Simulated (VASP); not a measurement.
# Ni (P6_3/mmc) in VASP: notebook, part 2 of 2

VASP 6.6.1. The steps go on from the part before.

### Step 3. Single point, BLYP, collinear spin, ferromagnetic start (volume scaled by 1.12)

INCAR

```
PREC = Accurate
ENCUT = 520
EDIFF = 1E-6
ISMEAR = -1
SIGMA = 0.05
LREAL = F
LASPH = T
NELM = 150
ALGO = Normal
ISIF = 2
LWAVE = F
LCHARG = T
ISPIN = 2
MAGMOM = 0.667 0.667 0.676 0.676
LORBIT = 11
LMAXMIX = 4
GGA = B5
ALDAX = 1.0
AGGAX = 1.0
AGGAC = 1.0
ALDAC = 0.0
LELF = T
LVHAR = T
NBANDS = 32
```

KPOINTS

```
Automatic mesh
0
Gamma
  16 16 5
```

POSCAR

```
Ni
1.0
    2.6254203682      0.0000000000      0.0000000000
   -1.3127101841      2.2736807345      0.0000000000
    0.0000000000      0.0000000000      8.6028845445
Ni
4
Direct
    0.0000000000      0.0000000000      1.0000000000
    0.0000000000      0.0000000000      0.5000000000
    0.3333333333      0.6666666667      0.2500000000
    0.6666666667      0.3333333333      0.7500000000
```

Potentials or basis: VASP PAW PBE potentials, release 64 (Ni).

On the command line:

```console
cat potpaw_PBE.64/Ni/POTCAR > POTCAR
mpirun -np 1 vasp_std > vasp.out
```

OUTCAR:

```text
PREC = Accurate
   ENCUT = 520
   EDIFF = 1E-6
   ISMEAR = -1
   LREAL = F
   LASPH = T
   NELM = 150
   ISIF = 2
   ISPIN = 2
   LORBIT = 11
   GGA = B5

 ion  position               nearest neighbor table
   1  0.000  0.000  0.000-   3 2.63   4 2.63   4 2.63   3 2.63   4 2.63   3 2.63
   2  0.000  0.000  0.500-   3 2.63   4 2.63   4 2.63   3 2.63   4 2.63   3 2.63
   3  0.333  0.667  0.250-   1 2.63   2 2.63   1 2.63   2 2.63   1 2.63   2 2.63
   4  0.667  0.333  0.750-   1 2.63   2 2.63   1 2.63   2 2.63   1 2.63   2 2.63

  LATTYP: Found a hexagonal cell.
 ALAT       =     2.6254203682
 C/A-ratio  =     3.2767646083

  Lattice vectors:

 A1 = (   2.6254203682,   0.0000000000,   0.0000000000)
 A2 = (  -1.3127101841,   2.2736807345,   0.0000000000)
 A3 = (   0.0000000000,   0.0000000000,   8.6028845445)

Analysis of symmetry for initial positions (statically):
=====================================================================
 Subroutine PRICEL returns:
 Original cell was already a primitive cell.

 Routine SETGRP: Setting up the symmetry group for a
 hexagonal supercell.

 Subroutine GETGRP returns: Found 24 space group operations
 (whereof 12 operations were pure point group operations)
 out of a pool of 24 trial point group operations.

The static configuration has the point symmetry D_3d.
 The point group associated with its full space group is D_6h.

Analysis of symmetry for dynamics (positions and initial velocities):
=====================================================================
 Subroutine PRICEL returns:
 Original cell was already a primitive cell.

 Routine SETGRP: Setting up the symmetry group for a
 hexagonal supercell.

 Subroutine GETGRP returns: Found 24 space group operations
 (whereof 12 operations were pure point group operations)
 out of a pool of 24 trial point group operations.

The dynamic configuration has the point symmetry D_3d.
 The point group associated with its full space group is D_6h.

Analysis of structural, dynamic, and magnetic symmetry:
=====================================================================
 Subroutine PRICEL returns:
 Original cell was already a primitive cell.

 Routine SETGRP: Setting up the symmetry group for a
 hexagonal supercell.

 Subroutine GETGRP returns: Found 24 space group operations
 (whereof 12 operations were pure point group operations)
 out of a pool of 24 trial point group operations.

The overall configuration has the point symmetry D_3d.
 The point group associated with its full space group is D_6h.

 Subroutine INISYM returns: Found 24 space group operations
 (whereof 12 operations are pure point group operations),
 and found     1 'primitive' translations

----------------------------------------------------------------------------------------

                                     Primitive cell

  volume of cell :      51.3538

  direct lattice vectors                    reciprocal lattice vectors
     2.625420368  0.000000000  0.000000000     0.380891385  0.219907744  0.000000000
    -1.312710184  2.273680735  0.000000000     0.000000000  0.439815487  0.000000000
     0.000000000  0.000000000  8.602884545     0.000000000  0.000000000  0.116240081

  length of vectors
     2.625420368  2.625420368  8.602884545     0.439815487  0.439815487  0.116240081
[... 78 lines left out ...]
   ICHARG =      2    charge: 1-file 2-atom 10-const
   ISPIN  =      2    spin polarized calculation?
   LNONCOLLINEAR =      F non collinear calculations
   LSORBIT =      F    spin-orbit coupling
   LASPH  =      T    aspherical Exc in radial PAW
   ENCUT  =  520.0 eV  38.22 Ry    6.18 a.u.   4.88  4.88 16.00*2*pi/ulx,y,z
   NELM   =    150;   NELMIN=  2; NELMDL= -5     # of ELM steps
   EDIFF  = 0.1E-05   stopping-criterion for ELM
   LREAL  =      F    real-space projection
   EDIFFG = 0.1E-04   stopping-criterion for IOM
   NSW    =      0    number of steps for IOM
   IBRION =     -1    ionic relax: 0-MD 1-quasi-New 2-CG
   NFREE  =      0    steps in history (QN), initial steepest desc. (CG)
   ISIF   =      2    stress and relaxation
   ISYM   =      2    0-nonsym 1-usesym 2-fastsym
   POTIM  = 0.5000    time-step for ionic-motion
   TEBEG  =    0.0;   TEEND  =   0.0 temperature during run
   PSTRESS=    0.0 pullay stress
   NELECT =      40.0000    total number of electrons
   NUPDOWN=      -1.0000    fix difference up-down
   EMIN   =  10.00;   EMAX   =-10.00  energy-range for DOS
   EFERMI =   0.00;   METHOD = LEGACY
   ISMEAR =    -1;   SIGMA  =   0.05  broadening in eV -4-tet -1-fermi 0-gaus
   EFERMI_NEDOS =   21; number of points for ismear=-14 and -15
   IALGO  =     38    algorithm
   IMIX   =      4    mixing-type and parameters
     AMIX     =   0.40;   BMIX     =  1.00
     AMIX_MAG =   1.60;   BMIX_MAG =  1.00
  volume/ion in A,a.u.               =      12.84        86.64
  Fermi-wavevector in a.u.,A,eV,Ry     =   1.506274  2.846445 30.869739  2.268862
  Thomas-Fermi vector in A             =   2.617013
   LORBIT       =     11    0 simple, 1 ext, 2 COOP (PROOUT), +10 PAW based schemes
   GGA     = B5    functional components
   LHFCALC =     F    Hartree Fock is set to
   AEXX    =    0.0000 exact exchange contribution
   IVDW    =     0    specifies the selected vdW correction
   LEPSILON=     F    determine dielectric tensor
   LRPA    =     F    only Hartree local field effects (RPA)
 spin polarized calculation
  energy-cutoff  :      520.00
  volume of cell :       51.35
 maximum number of plane-waves:      1409
 NGX is ok and might be reduce to    20
   NGX =  9   NGY =  9   NGZ = 31

 number of electron      39.9999997 magnetization       2.5621175

 Free energy of the ion-electron system (eV)
  ---------------------------------------------------
  ext. energy  EPLUGINS =         0.00000000
  ---------------------------------------------------
  free energy    TOTEN  =       -18.14410351 eV

  energy without entropy =      -18.06984332  energy(sigma->0) =      -18.10697342

 E-fermi :   7.6720     XC(G=0): -11.7299

 val. band max:        7.6711027873   @ k =   0.1250   0.0000   0.4000
 cond. band min:       7.6736522385   @ k =   0.5000   0.0000   0.2000
 fundamental gap:      0.0025494512
 Fermi energy:         7.6720111047

 spin component 1

 k-point     1 :       0.0000    0.0000    0.0000
  band No.  band energies     occupation
      1      -0.1230      1.00000
      2       1.8656      1.00000
      3       1.8687      1.00000
      4       3.6731      1.00000
      5       5.3657      1.00000
      6       5.4346      1.00000
[... 829 lines left out ...]
     31      19.3914      0.00000
     32      22.9621      0.00000

 [... further k-points ...]

 spin component 2

 k-point     1 :       0.0000    0.0000    0.0000
  band No.  band energies     occupation
      1      -0.1370      1.00000
      2       1.8790      1.00000
      3       1.8807      1.00000
      4       4.1163      1.00000
      5       6.0564      1.00000
      6       6.0636      1.00000
[... 829 lines left out ...]
     31      19.5219      0.00000
     32      23.0419      0.00000

 [... further k-points ...]
[... 5 lines left out ...]
  --------------------------------------------------------------------------------------
  -------------------------------------------------------------------------------------
  Total       -4.5364224     -4.5364224     -4.4765598      0.0000000     -0.0000000      0.0000000
  in kB     -141.5310212   -141.5310212   -139.6633793      0.0000000     -0.0000000      0.0000000
  external PRESSURE =    -140.9084739 kB  Pullay stress =       0.0000000 kB

 VOLUME and BASIS-vectors are now :
 -----------------------------------------------------------------------------
  energy-cutoff  :      520.00
  volume of cell :       51.35
      direct lattice vectors                 reciprocal lattice vectors
     2.625420368  0.000000000  0.000000000     0.380891385  0.219907744  0.000000000
    -1.312710184  2.273680735  0.000000000     0.000000000  0.439815487  0.000000000
     0.000000000  0.000000000  8.602884545     0.000000000  0.000000000  0.116240081

 POSITION                                       TOTAL-FORCE (eV/Angst)
 -----------------------------------------------------------------------------------
      0.00000      0.00000      0.00000         0.000000      0.000000      0.000000
      0.00000      0.00000      4.30144         0.000000      0.000000      0.000000
     -0.00000      1.51579      2.15072         0.000000     -0.000000     -0.000000
      1.31271      0.75789      6.45216        -0.000000      0.000000      0.000000
 -----------------------------------------------------------------------------------
    total drift:                                0.000000     -0.000000      0.000000

  FREE ENERGIE OF THE ION-ELECTRON SYSTEM (eV)
  ---------------------------------------------------
  free  energy   TOTEN  =       -18.1441035067 eV

  energy  without entropy=      -18.0698433235  energy(sigma->0) =      -18.10697342

 total charge

# of ion       s       p       d       tot
------------------------------------------
    1        0.440   0.357   8.318   9.115
    2        0.440   0.357   8.318   9.115
    3        0.440   0.358   8.316   9.114
    4        0.440   0.358   8.316   9.114
--------------------------------------------------
tot          1.759   1.430  33.270  36.458

 magnetization (x)

# of ion       s       p       d       tot
------------------------------------------
    1       -0.006  -0.021   0.683   0.657
    2       -0.006  -0.021   0.683   0.657
    3       -0.006  -0.021   0.693   0.667
    4       -0.006  -0.021   0.693   0.667
--------------------------------------------------
tot         -0.024  -0.083   2.753   2.646
```

OSZICAR:

```text
N       E                     dE             d eps       ncg     rms          rms(c)
DAV:   1     0.257708676769E+03    0.25771E+03   -0.17330E+04 11672   0.170E+03
DAV:   2    -0.448348170378E+01   -0.26219E+03   -0.24807E+03 11552   0.315E+02
DAV:   3    -0.212691731981E+02   -0.16786E+02   -0.15981E+02 13112   0.103E+02
DAV:   4    -0.215566424364E+02   -0.28747E+00   -0.28709E+00 13184   0.137E+01
DAV:   5    -0.215672815327E+02   -0.10639E-01   -0.10638E-01 14992   0.203E+00    0.167E+01
DAV:   6    -0.200606955176E+02    0.15066E+01   -0.26660E+01 13056   0.754E+01    0.141E+01
DAV:   7    -0.181925514485E+02    0.18681E+01   -0.61214E+00 13144   0.346E+01    0.390E+00
DAV:   8    -0.192519822106E+02   -0.10594E+01   -0.52167E+00 14328   0.421E+01    0.160E+01
DAV:   9    -0.181412717715E+02    0.11107E+01   -0.18328E+00 14264   0.297E+01    0.135E+00
DAV:  10    -0.181461997160E+02   -0.49279E-02   -0.92649E-02 12640   0.269E+00    0.553E-01
DAV:  11    -0.181446603527E+02    0.15394E-02   -0.50326E-03 16632   0.614E-01    0.332E-01
DAV:  12    -0.181441858167E+02    0.47454E-03   -0.10957E-03 14320   0.496E-01    0.133E-01
DAV:  13    -0.181440947536E+02    0.91063E-04   -0.38776E-04 17152   0.255E-01    0.721E-02
DAV:  14    -0.181440954453E+02   -0.69164E-06   -0.79910E-05 12696   0.129E-01    0.294E-02
DAV:  15    -0.181441005768E+02   -0.51316E-05   -0.29232E-05 16312   0.682E-02    0.155E-02
DAV:  16    -0.181441037193E+02   -0.31425E-05   -0.68074E-06 11744   0.444E-02    0.593E-03
DAV:  17    -0.181441035067E+02    0.21265E-06   -0.72890E-07  7152   0.809E-03
   1 F= -.18144104E+02 E0= -.18106973E+02  d E =-.742602E-01  mag=     2.5615
```

Wall time 5 min (1 thread of Intel Xeon Platinum 8259CL at 2.50GHz (Skylake/Cascade Lake), shared host); peak memory 0.32 GiB.

What came out:

```
Free energy                                           : -18.1441 eV
Pressure                                              : -14.1 GPa
Net moment                                            : 2.56 μB per cell
Site moments                                          : Ni +0.66, +0.67 μB
Valence electrons inside the program's atomic spheres : Ni 9.12, 9.11
```

Caveat: the PAW data sets were made with another functional, which shifts forces and pressure a little.
